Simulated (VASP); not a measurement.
Input of a VASP 6.6.1 run:

File INCAR:

```
  PREC = Accurate
  ENCUT = 520
  EDIFF = 1E-6
  ISMEAR = 0
  SIGMA = 0.15
  LREAL = False
  LASPH = True
  NELM = 60
  ALGO = Normal
  ISIF = 2
  LWAVE = False
  LCHARG = False
  GGA = PE
  NBANDS = 15
```

File KPOINTS:

```
Automatic mesh
0
Gamma
  18 18 18
```

File POSCAR:

```
TaN
1.0
    0.0000000000      2.2338367647      2.1566632413
    2.2338367647      0.0000000000      2.1566632413
    2.2338367647      2.2338367647      0.0000000000
Ta N
1 1
Direct
    0.4984171920      0.5015828080      0.5015828080
    0.0204473300     -0.0204473300     -0.0204473300
```

Potentials or basis: VASP PAW PBE potentials, release 64 (Ta_pv, N).

Run with:

```sh
$ cat potpaw_PBE.64/Ta_pv/POTCAR potpaw_PBE.64/N/POTCAR > POTCAR
$ mpirun -np 1 vasp_std > vasp.out
```

Question: What does it give for the pressure?

Answer: 3.5 GPa.

Question: Predict the largest force.

Answer: 0.607 eV/Å.

Question: Predict the band gap on the k mesh.

Answer: Zero (bands 8 and 9 overlap by 3.57 eV).

Forces on the atoms (eV/Å):
```
Ta  -0.607  0.000  0.000
N    0.607  0.000  0.000
```

Caveat: the cell differs from its parent crystal (atoms displaced along a vibrational mode, the cell strained); the stress differs along the axes, from -5 to 16 GPa; spin-orbit coupling is left out, which moves the levels of the heavy elements.
